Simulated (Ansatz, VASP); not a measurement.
Two plane-wave programs on RuBr2

```
Ru Br
1.0
     0.00000    4.35433    4.35433
     4.35433    0.00000    4.35433
     4.35433    4.35433    0.00000
Ru Br
2 4
Direct
  0.50000 0.50000 0.50000
  0.75000 0.75000 0.75000
  0.12500 0.12500 0.12500
  0.62500 0.12500 0.12500
  0.12500 0.12500 0.62500
  0.12500 0.62500 0.12500
```

Change from the starting cell: species swapped into the HfW2 type (Fd-3m, No. 227).

Alike in both runs: task single point; functional PBE; k mesh 4 × 4 × 4; occupations gaussian, width 0.1 eV; collinear spin.

```csv
,VASP,Ansatz
version,VASP 6.6.1,Ansatz 0.2.0
potentials or method,"VASP PAW PBE potentials, release 64 (Ru_pv, Br), cutoff 520 eV","scalar-relativistic, plane waves, PAW"
valence electrons in the cell,56,60
```

```tsv
	VASP	Ansatz	Ansatz less VASP
gap on the k mesh at the Fermi level (eV)	none	none	-
pressure (GPa)	-1.4	-1.4	+0.02
net moment per atom (μB)	0.96	0.96	0.000
size of the moment on the site where the two differ most (μB)	2.71	2.89	+0.173
```

Site moments also hang on the region over which each program counts them. A gap of «none» marks a metal or a gap that the smearing closes. VASP's potentials hold 56 valence electrons a cell and Ansatz's 60, so a difference there can come from the potentials and not from the codes.
